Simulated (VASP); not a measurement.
A run of VASP 6.6.1:

Contents of INCAR:

```
PREC = Accurate ; ENCUT = 600
EDIFF = 1E-7 ; ISMEAR = 0
SIGMA = 0.1 ; LREAL = False
LASPH = True ; NELM = 80
ALGO = Fast ; ISIF = 3
LWAVE = False ; LCHARG = False
GGA = PS ; IBRION = 2
NSW = 70 ; EDIFFG = -0.008
PSTRESS = 300.0
```

KPOINTS

```
Automatic mesh
0
Gamma
  18 18 6
```

The input POSCAR:

```
Cu
1.0
    2.4096449224      0.0000000000      0.0000000000
   -1.2048224612      2.0868137169      0.0000000000
    0.0000000000      0.0000000000      7.8773247027
Cu
4
Direct
    0.0000000000      0.0000000000      0.0000000000
    0.3333333333      0.6666666667      0.2500000000
    0.0000000000      0.0000000000      0.5000000000
    0.6666666667      0.3333333333      0.7500000000
```

Potentials or basis: VASP PAW PBE potentials, release 64 (Cu).

The run is started by

```bash
$ cat potpaw_PBE.64/Cu/POTCAR > POTCAR
$ mpirun -np 1 vasp_std > vasp.out
```

Hardware: 1 thread of Intel(R) Xeon(R) Platinum 8488C (Sapphire Rapids), with other jobs on the host.

Q: How long does it take, and how much memory?

A: Run time: 9 min on 1 thread of Intel(R) Xeon(R) Platinum 8488C (Sapphire Rapids) (shared host), peak memory 0.27 GiB. Counts: scf iterations 53, k points 148, ion steps 4.
